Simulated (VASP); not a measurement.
Cu:

```
Cu
1.0
     0.00000    1.82500    1.82500
     1.82500    0.00000    1.82500
     1.82500    1.82500    0.00000
Cu
1
Direct
  0.00000 0.00000 0.00000
```

```yaml
Program: VASP 6.6.1
Task: relaxation of cell and atoms
Functional: r2SCAN
Potentials_or_basis: VASP PAW PBE potentials, release 64 (Cu)
Cutoff: 600 eV
k_mesh: 16 × 16 × 16
Occupations: gaussian, width 0.1 eV
Spin: no spin polarisation
```

At the start: pressure -7.9 GPa; volume 12.16 Å³/atom.

**Question.** Where does the relaxation end?

**Answer.** Over 7 steps the energy falls by 17.0 meV/atom and the volume is 11.49 Å³/atom (-5.5 %); space group Fm-3m (No. 225, to 0.05 Å).

The path:
| step | energy change (eV) | largest force (eV/Å) | pressure (GPa) | volume (Å³) |
| --- | --- | --- | --- | --- |
| 1 | 0.0000 | 0.0000 | -7.85 | 12.16 |
| 2 | -0.0112 | 0.0000 | 5.26 | 11.14 |
| 3 | -0.0170 | 0.0000 | -0.23 | 11.50 |
| 4 | -0.0170 | 0.0000 | 0.10 | 11.48 |
| 5 | -0.0170 | 0.0000 | -0.06 | 11.49 |
| 6 | -0.0170 | 0.0000 | -0.03 | 11.49 |
| 7 | -0.0170 | 0.0000 | 0.00 | 11.49 |

Final structure:
```
Cu
1.0
     0.00000    1.79094    1.79094
     1.79094    0.00000    1.79094
     1.79094    1.79094    0.00000
Cu
1
Direct
  0.00000 0.00000 0.00000
```

Caveat: the PAW data sets were made with another functional, which shifts forces and pressure a little.
